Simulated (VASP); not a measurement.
# CeO2: single point with PBE

Crystal: CeO2.

```
Ce O
1.0
     1.93162    1.11522    3.15555
    -1.93162    1.11522    3.15555
     0.00000   -2.23045    3.15555
Ce O
1 2
Direct
  0.00000 0.00000 0.00000
  0.24999 0.24999 0.24999
  0.75001 0.75001 0.75001
```

```json
{
  "Program": "VASP 6.6.1",
  "Task": "single point",
  "Functional": "PBE",
  "Potentials or basis": "VASP PAW PBE potentials, release 64 (Ce, O)",
  "Cutoff": "520 eV",
  "k mesh": "10 × 10 × 10",
  "Occupations": "gaussian, width 0.05 eV",
  "Spin": "no spin polarisation",
  "Dipole correction": "no",
  "Further INCAR settings": "ALGO = Normal; EDIFF = 1e-06; NBANDS = 19"
}
```

| Quantity | Value |
| --- | --- |
| Pressure | 0.0 GPa |
| Band gap on the k mesh | 1.89 eV (least direct gap 1.95 eV) |

Levels at points of the mesh, in eV from the valence-band top:
| k point | band 9 | band 10 | band 11 | band 12 | band 13 | band 14 | band 15 | band 16 |
| --- | --- | --- | --- | --- | --- | --- | --- | --- |
| (0.00, 0.00, 0.00) | -3.69 | -0.55 | -0.55 | -0.55 | 2.19 | 2.19 | 2.19 | 2.42 |
| (0.50, 0.00, 0.00) | -1.23 | -1.16 | -0.76 | -0.76 | 1.89 | 2.06 | 2.06 | 2.20 |
| (0.50, 0.50, 0.00) | -1.17 | -0.72 | -0.71 | -0.56 | 1.92 | 2.01 | 2.01 | 2.16 |
| (0.50, 0.50, 0.50) | -1.23 | -1.16 | -0.76 | -0.76 | 1.89 | 2.06 | 2.06 | 2.20 |

Run time: 100 s on 1 thread of AMD EPYC 9R45 96-Core Processor (Zen 5), with other jobs on the host, peak memory 0.22 GiB.

Caveat: spin-orbit coupling is left out, which moves the levels of the heavy elements. A k mesh can miss the band edges.
